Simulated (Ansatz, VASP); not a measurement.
## One calculation of Ge, two programs

POSCAR

```
Ge
1.0
    4.0128347834      0.0000000000      0.0000000000
   -2.0064173917      3.4752168636      0.0000000000
    0.0000000000      0.0000000000     17.6485141116
Ge
8
Direct
    0.3333333333      0.6666666667      0.1983169789
    0.0000000000      0.0000000000      0.2447297513
    0.0000000000      0.0000000000      0.3839680688
    0.6666666667      0.3333333333      0.4303808413
    0.6666666667      0.3333333333      0.5696191587
    0.3333333333      0.6666666667      0.6160319312
    0.3333333333      0.6666666667      0.7552702487
    0.0000000000      0.0000000000      0.8016830211
```

File INCAR.step1:

```
PREC     = Accurate       # precision mode
ENCUT    = 520            # plane-wave cutoff, eV
ISMEAR   = 0              # smearing method
SIGMA    = 0.05           # smearing width, eV
LREAL    = False          # projectors in reciprocal space
LASPH    = True           # aspherical terms in the spheres
NELM     = 100            # most SCF steps
LDIPOL   = True         
IDIPOL   = 3            
DIPOL    = 0.5 0.5 0.500
NBANDS   = 66             # bands
GGA      = PE             # functional
ALGO     = Normal         # electronic algorithm
EDIFF    = 1E-4           # SCF threshold, eV
LWAVE    = True           # write WAVECAR
LCHARG   = False          # write CHGCAR
```

INCAR.step2

```
PREC     = Accurate       # precision mode
ENCUT    = 520            # plane-wave cutoff, eV
EDIFF    = 1E-6           # SCF threshold, eV
ISMEAR   = 0              # smearing method
SIGMA    = 0.05           # smearing width, eV
LREAL    = False          # projectors in reciprocal space
LASPH    = True           # aspherical terms in the spheres
NELM     = 100            # most SCF steps
ALGO     = Normal         # electronic algorithm
ISIF     = 2              # what is computed and relaxed
LWAVE    = False          # write WAVECAR
LCHARG   = True           # write CHGCAR
LDIPOL   = True         
IDIPOL   = 3            
DIPOL    = 0.5 0.5 0.500
METAGGA  = R2SCAN         # meta-GGA
LMIXTAU  = True         
LELF     = True           # ELF
LVHAR    = True         
LVACPOTAV= True         
NBANDS   = 66             # bands
ISTART   = 1
```

The input KPOINTS:

```
regular mesh
0
Gamma
  9 9 1
```

Input for Ansatz:

```yaml
crystal:
  lattice:
    - [4.0128347834, 0.0, 0.0]
    - [-2.0064173917, 3.4752168636, 0.0]
    - [0.0, 0.0, 17.6485141116]
  atoms:
    - { symbol: Ge, position: [0.3333333333, 0.6666666667, 0.1983169789] }
    - { symbol: Ge, position: [0.0, 0.0, 0.2447297513] }
    - { symbol: Ge, position: [0.0, 0.0, 0.3839680688] }
    - { symbol: Ge, position: [0.6666666667, 0.3333333333, 0.4303808413] }
    - { symbol: Ge, position: [0.6666666667, 0.3333333333, 0.5696191587] }
    - { symbol: Ge, position: [0.3333333333, 0.6666666667, 0.6160319312] }
    - { symbol: Ge, position: [0.3333333333, 0.6666666667, 0.7552702487] }
    - { symbol: Ge, position: [0.0, 0.0, 0.8016830211] }
basis:
  ecutwfc: 500
kpoints:
  mp_grid: { grid: [9, 9, 1] }
hamiltonian:
  xc: r2scan
scf:
  occupations: { method: gaussian, width: 0.05 }
output:
  forces: true
  stress: true
  eigenvalues: true
efield:
  axis: 3
  dipole_correction: true
  ramp_width: 0.04
```

Alike in both runs: task single point; functional r2SCAN; k mesh 9 × 9 × 1; occupations gaussian, width 0.05 eV; no spin polarisation.

```csv
,VASP,Ansatz
version,VASP 6.6.1,Ansatz 0.2.0
potentials or method,"VASP PAW PBE potentials, release 64 (Ge_d), cutoff 520 eV","scalar-relativistic, plane waves, PAW"
valence electrons in the cell,112,112
```

Ansatz gave:

| Item | Value |
| --- | --- |
| gap on the k mesh at the Fermi level (eV) | none |
| rms of the force components (eV/Å) | 0.187 |

Which values does VASP return?

gap on the k mesh at the Fermi level (eV): none; rms of the force components (eV/Å): 0.185.

VASP's potentials were made for PBE, not for r2SCAN. Atom by atom the forces differ by 0.004 eV/Å (rms over components). A gap of «none» marks a metal or a gap that the smearing closes. Ansatz's warnings: vacuum density over bound.
